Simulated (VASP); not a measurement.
A run of VASP 6.6.1 is set up as follows.

Contents of INCAR:

```
SYSTEM = SnO2
PREC     = Accurate       ! precision mode
ENCUT    = 520            ! plane-wave cutoff, eV
EDIFF    = 1E-6           ! SCF threshold, eV
ISMEAR   = 0              ! smearing method
SIGMA    = 0.05           ! smearing width, eV
LREAL    = .FALSE.        ! projectors in reciprocal space
LASPH    = .TRUE.         ! aspherical terms in the spheres
NELM     = 80             ! most SCF steps
ALGO     = Normal         ! electronic algorithm
ISIF     = 2              ! what is computed and relaxed
LWAVE    = .FALSE.        ! write WAVECAR
LCHARG   = .TRUE.         ! write CHGCAR
GGA      = PE             ! functional
LVHAR    = .TRUE.       
NBANDS   = 64             ! bands
KPAR     = 4
```

The input KPOINTS:

```
Automatic mesh
0
G
  8 8 8
  0 0 0
```

POSCAR

```
SnO2
1.0
    5.1697993239      0.0000000000      0.0000000000
    0.0000000000      5.1697993239      0.0000000000
    0.0000000000      0.0000000000      5.1697993239
Sn O
4 8
Direct
    0.0072536665      0.5000000000      0.5000000000
    0.5072536665      0.5000000000      0.0000000000
    0.5072536665      0.0000000000      0.5000000000
    0.0072536665      0.0000000000      0.0000000000
    0.3390931048      0.1609068952      0.8390931048
    0.1609068952      0.8390931048      0.3390931048
    0.8390931048      0.3390931048      0.1609068952
    0.6609068952      0.6609068952      0.6609068952
    0.3390931048      0.3390931048      0.3390931048
    0.1609068952      0.6609068952      0.8390931048
    0.8390931048      0.1609068952      0.6609068952
    0.6609068952      0.8390931048      0.1609068952
```

Potentials or basis: VASP PAW PBE potentials, release 64 (Sn_d, O).

Run with:

```bash
$ cat potpaw_PBE.64/Sn_d/POTCAR potpaw_PBE.64/O/POTCAR > POTCAR
$ mpirun -np 4 vasp_std > vasp.out
```

Predict the largest force.

0.458 eV/Å.

What does it give for the pressure?

0.7 GPa.

What does it give for the band gap on the k mesh?

0.58 eV (least direct gap 0.65 eV).

Forces on the atoms (eV/Å):
```
Sn  -0.449 -0.033  0.084
Sn  -0.449 -0.033 -0.084
Sn  -0.449  0.033 -0.084
Sn  -0.449  0.033  0.084
O    0.243  0.153 -0.118
O    0.207  0.139  0.104
O    0.243 -0.153  0.118
O    0.207 -0.139 -0.104
O    0.243 -0.153 -0.118
O    0.207 -0.139  0.104
O    0.243  0.153  0.118
O    0.207  0.139 -0.104
```

Caveat: the cell differs from its parent crystal (all Sn atoms moved +0.037 Å, as atom 1 along Cartesian [1 0 0]); spin-orbit coupling is left out, which moves the levels of the heavy elements. A k mesh can miss the band edges.
